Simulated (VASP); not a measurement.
A run of VASP 6.6.1:

Contents of INCAR:

```
PREC = Accurate ; ENCUT = 500
EDIFF = 1E-6 ; ISMEAR = 0
SIGMA = 0.2 ; LREAL = F
LASPH = T ; NELM = 120
ALGO = Normal ; ISIF = 2
LWAVE = F ; LCHARG = T
GGA = PE ; LELF = T
LVHAR = T ; NBANDS = 17
GGA_COMPAT = F
```

KPOINTS

```
Automatic mesh
0
Gamma
  4 4 4
```

File POSCAR:

```
PbSe
1.0
    0.0000000000      3.4232041310      3.4232041310
    3.4232041310      0.0000000000      3.4232041310
    3.4232041310      3.4232041310      0.0000000000
Pb Se
1 1
Direct
    0.0000000000      0.0000000000      0.0000000000
    0.2500000000      0.2500000000      0.2500000000
```

Potentials or basis: VASP PAW PBE potentials, release 64 (Pb_d, Se).

The run is started by

```console
$ cat potpaw_PBE.64/Pb_d/POTCAR potpaw_PBE.64/Se/POTCAR > POTCAR
$ mpirun -np 1 vasp_std > vasp.out
```

Hardware: 1 thread of Intel Xeon 6975P-C, with other jobs on the host.

Task: How long does it take, and how much memory?

Result: Run time: 15 s on 1 thread of Intel Xeon 6975P-C, on a shared host, peak memory 0.2 GiB. Counts: scf iterations 14, k points 8.
